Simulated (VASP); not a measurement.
MgO, 2 atoms in the cell. It takes space group I4mm (No. 107, tetragonal). The conventional cell has a = 2.958 Å, b = 2.958 Å, c = 4.183 Å, α = 90.00°, β = 90.00°, γ = 90.00°. Mg (site symmetry 4mm) has 6 O at 1.95 to 2.23 Å within 2.6 Å. Within 2.6 Å of O (site symmetry 4mm) lie 6 Mg at 1.95 to 2.23 Å.  This cell differs from its parent crystal: atoms displaced along a vibrational mode, the cell strained.

```yaml
Program: VASP 6.6.1
Task: single point
Functional: PBE
Potentials_or_basis: VASP PAW PBE potentials, release 64 (Mg_sv, O)
Cutoff: 840 eV
k_mesh: 10 × 10 × 10
Occupations: gaussian, width 0.05 eV
Spin: no spin polarisation
Dipole_correction: no
Further_INCAR_settings: ALGO = Normal; EDIFF = 1e-06; NBANDS = 15
```

Potentials or basis: VASP PAW PBE potentials, release 64 (Mg_sv, O).

Command:

```bash
$ cat potpaw_PBE.64/Mg_sv/POTCAR potpaw_PBE.64/O/POTCAR > POTCAR
$ mpirun -np 1 vasp_std > vasp.out
```

Hardware: 1 thread of Intel(R) Xeon(R) Platinum 8488C (Sapphire Rapids) (shared host).

Problem. How long does it take, and how much memory?

Solution. Run time: 25 s on 1 thread of Intel(R) Xeon(R) Platinum 8488C (Sapphire Rapids) (shared host), peak memory 0.19 GiB. Counts: scf iterations 12, k points 102.
